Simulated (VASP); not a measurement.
# CuO (Cccm) in VASP: further runs

Runs on CuO. Level: PBE. Tasks: single point.

Everything below comes from runs of VASP 6.6.1. Logs are shortened: lines on timing, memory, paths and dates and some standing lists are left out, and cuts for length are marked.

**1. The cell of the first run**

The structure is orthorhombic, space group Cccm (No. 66). Conventional cell: a = 4.185 Å, b = 4.197 Å, c = 5.048 Å, α = 90.00°, β = 90.00°, γ = 90.00°. Within 2.6 Å of Cu (site symmetry 2/m) lie 4 O at 1.95 Å. O (site symmetry 222) has 4 Cu at 1.95 Å and 2 O at 2.52 Å within 2.6 Å.

**2. Single point, PBE (uniaxial strain along c: -2.0 %)**

Contents of INCAR:

```
PREC     = Accurate       # precision mode
ENCUT    = 520            # plane-wave cutoff, eV
EDIFF    = 1E-7           # SCF threshold, eV
ISMEAR   = 0              # smearing method
SIGMA    = 0.1            # smearing width, eV
LREAL    = F              # projectors in reciprocal space
LASPH    = T              # aspherical terms in the spheres
NELM     = 80             # most SCF steps
ALGO     = Normal         # electronic algorithm
ISIF     = 2              # what is computed and relaxed
LWAVE    = F              # write WAVECAR
LCHARG   = F              # write CHGCAR
GGA      = PE             # functional
NBANDS   = 44             # bands
```

Contents of KPOINTS:

```
Automatic mesh
0
Gamma
  8 8 8
```

Contents of POSCAR:

```
CuO
1.0
    4.1851208751      0.0000000000      0.0000000000
    0.0000000000      4.1967642923      0.0000000000
    0.0000000000      0.0000000000      5.0482368664
Cu O
4 4
Direct
    0.2500000000      0.2500000000      0.5000000000
    0.2500000000      0.7500000000      0.0000000000
    0.7500000000      0.7500000000      0.5000000000
    0.7500000000      0.2500000000      0.0000000000
    0.5000000000      0.0000000000      0.7500000000
    0.5000000000      0.0000000000      0.2500000000
    0.0000000000      0.5000000000      0.7500000000
    0.0000000000      0.5000000000      0.2500000000
```

Potentials or basis: VASP PAW PBE potentials, release 64 (Cu, O).

Command:

```sh
cat potpaw_PBE.64/Cu/POTCAR potpaw_PBE.64/O/POTCAR > POTCAR
mpirun -np 1 vasp_std > vasp.out
```

OUTCAR:

```text
PREC = Accurate
   ENCUT = 520
   EDIFF = 1E-7
   ISMEAR = 0
   LREAL = F
   LASPH = T
   NELM = 80
   ISIF = 2
   GGA = PE

 ion  position               nearest neighbor table
   1  0.250  0.250  0.500-   5 1.95   6 1.95   7 1.95   8 1.95
   2  0.250  0.750  0.000-   5 1.95   6 1.95   7 1.95   8 1.95
   3  0.750  0.750  0.500-   5 1.95   6 1.95   7 1.95   8 1.95
   4  0.750  0.250  0.000-   5 1.95   6 1.95   7 1.95   8 1.95
   5  0.500  0.000  0.750-   1 1.95   2 1.95   3 1.95   4 1.95
   6  0.500  0.000  0.250-   1 1.95   2 1.95   3 1.95   4 1.95
   7  0.000  0.500  0.750-   1 1.95   2 1.95   3 1.95   4 1.95
   8  0.000  0.500  0.250-   1 1.95   2 1.95   3 1.95   4 1.95

  LATTYP: Found a simple orthorhombic cell.
 ALAT       =     4.1851208751
 B/A-ratio  =     1.0027820982
 C/A-ratio  =     1.2062344236

  Lattice vectors:

 A1 = (   4.1851208751,   0.0000000000,   0.0000000000)
 A2 = (   0.0000000000,   4.1967642923,   0.0000000000)
 A3 = (   0.0000000000,   0.0000000000,   5.0482368664)

Analysis of symmetry for initial positions (statically):
=====================================================================
 Subroutine PRICEL returns following result:

  LATTYP: Found a base centered orthorhombic cell.
 ALAT       =     4.1851208751
 B/A-ratio  =     1.0027820982
 C/A-ratio  =     1.2062344236

  Lattice vectors:

 A1 = (   2.0925604375,  -2.0983821461,   0.0000000000)
 A2 = (   2.0925604375,   2.0983821462,   0.0000000000)
 A3 = (   0.0000000000,   0.0000000000,   5.0482368664)

   2 primitive cells build up your supercell.

 Routine SETGRP: Setting up the symmetry group for a
 simple orthorhombic supercell.

 Subroutine GETGRP returns: Found  8 space group operations
 (whereof  4 operations were pure point group operations)
 out of a pool of  8 trial point group operations.

The static configuration has the point symmetry C_2h.
 The point group associated with its full space group is D_2h.

Analysis of symmetry for dynamics (positions and initial velocities):
=====================================================================
 Subroutine PRICEL returns following result:

  LATTYP: Found a base centered orthorhombic cell.
 ALAT       =     4.1851208751
 B/A-ratio  =     1.0027820982
 C/A-ratio  =     1.2062344236

  Lattice vectors:

 A1 = (   2.0925604375,  -2.0983821461,   0.0000000000)
 A2 = (   2.0925604375,   2.0983821462,   0.0000000000)
 A3 = (   0.0000000000,   0.0000000000,   5.0482368664)

   2 primitive cells build up your supercell.

 Routine SETGRP: Setting up the symmetry group for a
 simple orthorhombic supercell.

 Subroutine GETGRP returns: Found  8 space group operations
 (whereof  4 operations were pure point group operations)
 out of a pool of  8 trial point group operations.

The dynamic configuration has the point symmetry C_2h.
 The point group associated with its full space group is D_2h.

 Subroutine INISYM returns: Found  8 space group operations
 (whereof  4 operations are pure point group operations),
 and found     2 'primitive' translations

----------------------------------------------------------------------------------------

                                     Primitive cell

  volume of cell :      44.3335

  direct lattice vectors                    reciprocal lattice vectors
     2.092560438 -2.098382146  0.000000000     0.238941725 -0.238278810  0.000000000
     2.092560438  2.098382146  0.000000000     0.238941725  0.238278810  0.000000000
     0.000000000  0.000000000  5.048236866     0.000000000  0.000000000  0.198088962

  length of vectors
     2.963446780  2.963446780  5.048236866     0.337446202  0.337446202  0.198088962

  position of ions in fractional coordinates (direct lattice)
     0.000000000  0.500000000  0.500000000
     0.500000000  0.000000000  0.000000000
     0.500000000  0.500000000  0.750000000
     0.500000000  0.500000000  0.250000000

  ion indices of the primitive-cell ions
   primitive index   ion index
                 1           1
                 2           2
                 3           5
                 4           6

----------------------------------------------------------------------------------------

 KPOINTS: Automatic mesh

Automatic generation of k-mesh.
 Grid dimensions read from file:
 generate k-points for:    8    8    8

 Generating k-lattice:

  Cartesian coordinates                     Fractional coordinates (reciprocal lattice)
     0.029867716  0.000000000  0.000000000     0.125000000  0.000000000  0.000000000
     0.000000000  0.029784851  0.000000000     0.000000000  0.125000000  0.000000000
     0.000000000  0.000000000  0.024761120     0.000000000  0.000000000  0.125000000

  Length of vectors
     0.029867716  0.029784851  0.024761120

  Shift w.r.t. Gamma in fractional coordinates (k-lattice)
     0.000000000  0.000000000  0.000000000

 Subroutine IBZKPT returns following result:
 ===========================================

 Found    125 irreducible k-points:

 Following reciprocal coordinates:
            Coordinates               Weight
  0.000000  0.000000  0.000000      1.000000
  0.125000  0.000000  0.000000      2.000000
  0.250000  0.000000  0.000000      2.000000
  0.375000  0.000000  0.000000      2.000000
  0.500000  0.000000  0.000000      1.000000
  0.000000  0.125000  0.000000      2.000000
[... 16 lines left out ...]
  0.250000  0.500000  0.000000      2.000000
  0.375000  0.500000  0.000000      2.000000
 [... further k-points ...]
   k-points           NKPTS =    125   k-points in BZ     NKDIM =    125   number of bands    NBANDS=     44
   number of dos      NEDOS =    301   number of ions     NIONS =      8
   total plane-waves  NPLWV =  40960
   dimension x,y,z NGX =    32 NGY =   32 NGZ =   40
   dimension x,y,z NGXF=    64 NGYF=   64 NGZF=   80
   ions per type =               4   4
   NGX,Y,Z   is equivalent  to a cutoff of  12.71, 12.68, 13.17 a.u.
   NGXF,Y,Z  is equivalent  to a cutoff of  25.42, 25.35, 26.35 a.u.
 SYSTEM =  unknown system
   PREC   = accura    normal or accurate (medium, high low for compatibility)
   ISTART =      0    job   : 0-new  1-cont  2-samecut
   ICHARG =      2    charge: 1-file 2-atom 10-const
   ISPIN  =      1    spin polarized calculation?
   LNONCOLLINEAR =      F non collinear calculations
   LSORBIT =      F    spin-orbit coupling
   LASPH  =      T    aspherical Exc in radial PAW
   ENCUT  =  520.0 eV  38.22 Ry    6.18 a.u.   7.78  7.80  9.39*2*pi/ulx,y,z
   NELM   =     80;   NELMIN=  2; NELMDL= -5     # of ELM steps
   EDIFF  = 0.1E-06   stopping-criterion for ELM
   LREAL  =      F    real-space projection
   EDIFFG = 0.1E-05   stopping-criterion for IOM
   NSW    =      0    number of steps for IOM
   IBRION =     -1    ionic relax: 0-MD 1-quasi-New 2-CG
   NFREE  =      0    steps in history (QN), initial steepest desc. (CG)
   ISIF   =      2    stress and relaxation
   ISYM   =      2    0-nonsym 1-usesym 2-fastsym
   POTIM  = 0.5000    time-step for ionic-motion
   TEBEG  =    0.0;   TEEND  =   0.0 temperature during run
   PSTRESS=    0.0 pullay stress
   NELECT =      68.0000    total number of electrons
   NUPDOWN=      -1.0000    fix difference up-down
   EMIN   =  10.00;   EMAX   =-10.00  energy-range for DOS
   EFERMI =   0.00;   METHOD = LEGACY
   ISMEAR =     0;   SIGMA  =   0.10  broadening in eV -4-tet -1-fermi 0-gaus
   EFERMI_NEDOS =   21; number of points for ismear=-14 and -15
   IALGO  =     38    algorithm
   IMIX   =      4    mixing-type and parameters
     AMIX     =   0.40;   BMIX     =  1.00
     AMIX_MAG =   1.60;   BMIX_MAG =  1.00
  volume/ion in A,a.u.               =      11.08        74.79
  Fermi-wavevector in a.u.,A,eV,Ry     =   1.498501  2.831756 30.551953  2.245505
  Thomas-Fermi vector in A             =   2.610252
   LORBIT       =      0    0 simple, 1 ext, 2 COOP (PROOUT), +10 PAW based schemes
   GGA     = PE    functional components
   LHFCALC =     F    Hartree Fock is set to
   AEXX    =    0.0000 exact exchange contribution
   IVDW    =     0    specifies the selected vdW correction
   LEPSILON=     F    determine dielectric tensor
   LRPA    =     F    only Hartree local field effects (RPA)
 non-spin polarized calculation
 Gauss-broadening in eV      SIGMA  =   0.10
  energy-cutoff  :      520.00
  volume of cell :       88.67
 maximum number of plane-waves:      2424
 NGX is ok and might be reduce to    32
   NGX = 15   NGY = 15   NGZ = 19

 number of electron      68.0000037 magnetization

 Free energy of the ion-electron system (eV)
  ---------------------------------------------------
  ext. energy  EPLUGINS =         0.00000000
  ---------------------------------------------------
  free energy    TOTEN  =       -39.43579426 eV

  energy without entropy =      -39.41354297  energy(sigma->0) =      -39.42466862

 E-fermi :   4.9419     XC(G=0): -11.3063

 val. band max:        4.9335300307   @ k =   0.0000   0.1250   0.5000
 cond. band min:       4.9541043126   @ k =   0.2500   0.2500   0.1250
 fundamental gap:      0.0205742819
 Fermi energy:         4.9419114576

 k-point     1 :       0.0000    0.0000    0.0000
  band No.  band energies     occupation
      1     -14.9538      2.00000
      2     -13.8789      2.00000
      3     -13.5361      2.00000
      4     -13.3054      2.00000
      5      -3.2224      2.00000
      6      -1.7919      2.00000
[... 36 lines left out ...]
     43      14.8047      0.00000
     44      15.7775      0.00000

 k-point     2 :       0.1250    0.0000    0.0000
  band No.  band energies     occupation
      1     -14.9143      2.00000
      2     -13.9210      2.00000
      3     -13.5258      2.00000
      4     -13.3127      2.00000
      5      -3.1526      2.00000
      6      -1.7286      2.00000
[... 1026 lines left out ...]
 k-point    24 :       0.3750    0.5000    0.0000
  band No.  band energies     occupation
      1     -14.3921      2.00000
      2     -14.3921      2.00000
      3     -13.4003      2.00000
      4     -13.4003      2.00000
      5      -2.2006      2.00000
      6      -2.2006      2.00000
[... 36 lines left out ...]
     43      15.2660      0.00000
     44      15.2660      0.00000

 [... further k-points ...]

------------------------ aborting loop because EDIFF is reached ----------------------------------------

  FORCE on cell =-STRESS in cart. coord.  units (eV):
  Direction    XX          YY          ZZ          XY          YZ          ZX
  --------------------------------------------------------------------------------------
  -------------------------------------------------------------------------------------
  Total        0.9485161      0.9264891      3.6156305      0.0000000      0.0000000      0.0000000
  in kB       17.1392955     16.7412776     65.3329580      0.0000000      0.0000000      0.0000000
  external PRESSURE =      33.0711770 kB  Pullay stress =       0.0000000 kB

 VOLUME and BASIS-vectors are now :
 -----------------------------------------------------------------------------
  energy-cutoff  :      520.00
  volume of cell :       88.67
      direct lattice vectors                 reciprocal lattice vectors
     4.185120875  0.000000000  0.000000000     0.238941725  0.000000000  0.000000000
     0.000000000  4.196764292  0.000000000     0.000000000  0.238278810  0.000000000
     0.000000000  0.000000000  5.048236866     0.000000000  0.000000000  0.198088962

 POSITION                                       TOTAL-FORCE (eV/Angst)
 -----------------------------------------------------------------------------------
      1.04628      1.04919      2.52412        -0.000000     -0.000000     -0.000000
      1.04628      3.14757      0.00000        -0.000000      0.000000     -0.000000
      3.13884      3.14757      2.52412        -0.000000     -0.000000     -0.000000
      3.13884      1.04919      0.00000         0.000000     -0.000000     -0.000000
      2.09256      0.00000      3.78618        -0.000000     -0.000000      0.000000
      2.09256      0.00000      1.26206        -0.000000     -0.000000      0.000000
      0.00000      2.09838      3.78618        -0.000000     -0.000000     -0.000000
      0.00000      2.09838      1.26206        -0.000000     -0.000000      0.000000
 -----------------------------------------------------------------------------------
    total drift:                                0.000000     -0.000000      0.000000

  FREE ENERGIE OF THE ION-ELECTRON SYSTEM (eV)
  ---------------------------------------------------
  free  energy   TOTEN  =       -39.4357942631 eV

  energy  without entropy=      -39.4135429712  energy(sigma->0) =      -39.42466862
```

Run time: 13 min. Hardware: 1 thread of AMD EPYC 7R13 (Zen 3), shared host; peak memory 0.41 GiB.

What came out:

```
Free energy            : -39.4358 eV
Pressure               : 3.3 GPa
Band gap on the k mesh : zero (band 34 reaches 5.62 eV, above the bottom of band 35 at 4.46 eV)
```

Stress tensor (GPa, compression positive):
```
1.71 0.00 0.00
0.00 1.67 0.00
0.00 0.00 6.53
```

Caveat: the cell differs from its parent crystal (uniaxial strain along c: -2.0 %); semilocal functionals often make such compounds metallic where correlation or magnetic order opens a gap, which also shifts bond lengths.

**3. Single point, PBE (uniaxial strain along c: +2.0 %, then relaxed in part)**

Contents of INCAR:

```
SYSTEM = CuO
PREC = Accurate ; ENCUT = 520
EDIFF = 1E-7 ; ISMEAR = 0
SIGMA = 0.1 ; LREAL = .False.
LASPH = .True. ; NELM = 60
ALGO = Normal ; ISIF = 2
LWAVE = .False. ; LCHARG = .False.
GGA = PE ; NBANDS = 44
```

Contents of KPOINTS:

```
Automatic mesh
0
Gamma
  8 8 8
  0 0 0
```

POSCAR, as its differences from that of step 2:

```diff
@@ -2,5 +2,5 @@
 1.0
-    4.1851208751      0.0000000000      0.0000000000
-    0.0000000000      4.1967642923      0.0000000000
-    0.0000000000      0.0000000000      5.0482368664
+    4.1327677105      0.0000000000      0.0000000000
+    0.0000000000      4.1359660267      0.0000000000
+    0.0000000000      0.0000000000      5.2542873508
 Cu O
```

Potentials or basis: VASP PAW PBE potentials, release 64 (Cu, O).

Command:

```sh
cat potpaw_PBE.64/Cu/POTCAR potpaw_PBE.64/O/POTCAR > POTCAR
mpirun -np 1 vasp_std > vasp.out
```

Run time: 4.1 min. Hardware: 1 thread of AMD EPYC 9R45 (Zen 5), shared host; peak memory 0.42 GiB.

It converged, with:

* Free energy: -39.4535 eV
* Pressure: -0.8 GPa
* Band gap on the k mesh: zero (band 34 reaches 5.33 eV, above the bottom of band 35 at 4.24 eV)

Stress tensor (GPa, compression positive):
```
 0.51  0.00  0.00
 0.00  0.50  0.00
 0.00  0.00 -3.55
```

Levels at points of the mesh, in eV from the Fermi level:
```csv
k point,band 31,band 32,band 33,band 34,band 35,band 36,band 37,band 38
"(0.00, 0.00, 0.00)",-1.61,-1.15,-1.15,0.63,0.63,1.12,1.37,2.34
"(0.50, 0.00, 0.00)",-1.58,-1.58,-0.55,-0.55,0.59,0.59,3.92,3.92
"(0.00, 0.50, 0.00)",-1.58,-1.58,-0.55,-0.55,0.59,0.59,3.92,3.92
"(0.50, 0.50, 0.00)",-1.44,-1.44,0.19,0.19,0.43,0.43,3.60,3.60
"(0.00, 0.00, 0.50)",-1.36,-1.36,-0.49,-0.49,0.10,0.10,3.46,3.46
"(0.50, 0.00, 0.50)",-1.75,-1.75,-0.46,-0.46,-0.46,-0.46,4.84,4.84
"(0.00, 0.50, 0.50)",-1.75,-1.75,-0.46,-0.46,-0.46,-0.46,4.84,4.84
"(0.50, 0.50, 0.50)",-1.79,-1.79,-0.16,-0.16,0.64,0.64,4.29,4.29
```

Caveat: the cell differs from its parent crystal (uniaxial strain along c: +2.0 %, then relaxed in part); semilocal functionals often make such compounds metallic where correlation or magnetic order opens a gap, which also shifts bond lengths.

**4. Single point, PBE (uniaxial strain along c: +4.0 %, then relaxed in part)**

Contents of INCAR:

```
PREC     = Accurate       # precision mode
ENCUT    = 520            # plane-wave cutoff, eV
EDIFF    = 1E-7           # SCF threshold, eV
ISMEAR   = 0              # smearing method
SIGMA    = 0.1            # smearing width, eV
LREAL    = False          # projectors in reciprocal space
LASPH    = True           # aspherical terms in the spheres
NELM     = 80             # most SCF steps
ALGO     = Normal         # electronic algorithm
ISIF     = 2              # what is computed and relaxed
LWAVE    = False          # write WAVECAR
LCHARG   = False          # write CHGCAR
GGA      = PE             # functional
NBANDS   = 44             # bands
```

Contents of KPOINTS:

```
Automatic mesh
0
Gamma
  8 8 8
```

POSCAR, as its differences from that of step 3:

```diff
@@ -2,5 +2,5 @@
 1.0
-    4.1327677105      0.0000000000      0.0000000000
-    0.0000000000      4.1359660267      0.0000000000
-    0.0000000000      0.0000000000      5.2542873508
+    4.0982244344      0.0000000000      0.0000000000
+    0.0000000000      4.1009539078      0.0000000000
+    0.0000000000      0.0000000000      5.3573125929
 Cu O
```

Command:

```sh
cat potpaw_PBE.64/Cu/POTCAR potpaw_PBE.64/O/POTCAR > POTCAR
mpirun -np 1 vasp_std > vasp.out
```

It took 4.2 min on 1 thread of AMD EPYC 9R45 (Zen 5), shared host; peak memory 0.42 GiB.

The run converged. Its results:

* Free energy: -39.3864 eV
* Pressure: -2.3 GPa
* Band gap on the k mesh: zero (band 34 reaches 5.23 eV, above the bottom of band 35 at 4.17 eV)

Stress tensor (GPa, compression positive):
```
 0.47  0.00  0.00
 0.00  0.46  0.00
 0.00  0.00 -7.97
```

Levels at points of the mesh, in eV from the Fermi level:
| k point | band 30 | band 31 | band 32 | band 33 | band 34 | band 35 | band 36 | band 37 | band 38 | band 39 |
| --- | --- | --- | --- | --- | --- | --- | --- | --- | --- | --- |
| (0.00, 0.00, 0.00) | -2.02 | -1.61 | -1.08 | -1.08 | 0.61 | 0.61 | 1.14 | 1.35 | 2.53 | 6.25 |
| (0.50, 0.00, 0.00) | -2.02 | -1.51 | -1.51 | -0.57 | -0.57 | 0.57 | 0.57 | 3.97 | 3.97 | 5.45 |
| (0.00, 0.50, 0.00) | -2.02 | -1.51 | -1.51 | -0.57 | -0.57 | 0.57 | 0.57 | 3.96 | 3.96 | 5.45 |
| (0.50, 0.50, 0.00) | -1.50 | -1.38 | -1.38 | 0.19 | 0.19 | 0.41 | 0.41 | 3.47 | 3.47 | 5.96 |
| (0.00, 0.00, 0.50) | -1.41 | -1.29 | -1.29 | -0.45 | -0.45 | 0.09 | 0.09 | 3.48 | 3.48 | 4.20 |
| (0.50, 0.00, 0.50) | -1.71 | -1.71 | -1.71 | -0.45 | -0.45 | -0.45 | -0.45 | 4.87 | 4.87 | 4.87 |
| (0.00, 0.50, 0.50) | -1.71 | -1.71 | -1.71 | -0.45 | -0.45 | -0.45 | -0.45 | 4.87 | 4.87 | 4.87 |
| (0.50, 0.50, 0.50) | -1.88 | -1.75 | -1.75 | -0.14 | -0.14 | 0.62 | 0.62 | 4.25 | 4.25 | 5.79 |

Caveat: the cell differs from its parent crystal (uniaxial strain along c: +4.0 %, then relaxed in part); semilocal functionals often make such compounds metallic where correlation or magnetic order opens a gap, which also shifts bond lengths.

(Part 1 of 2 ends here.)
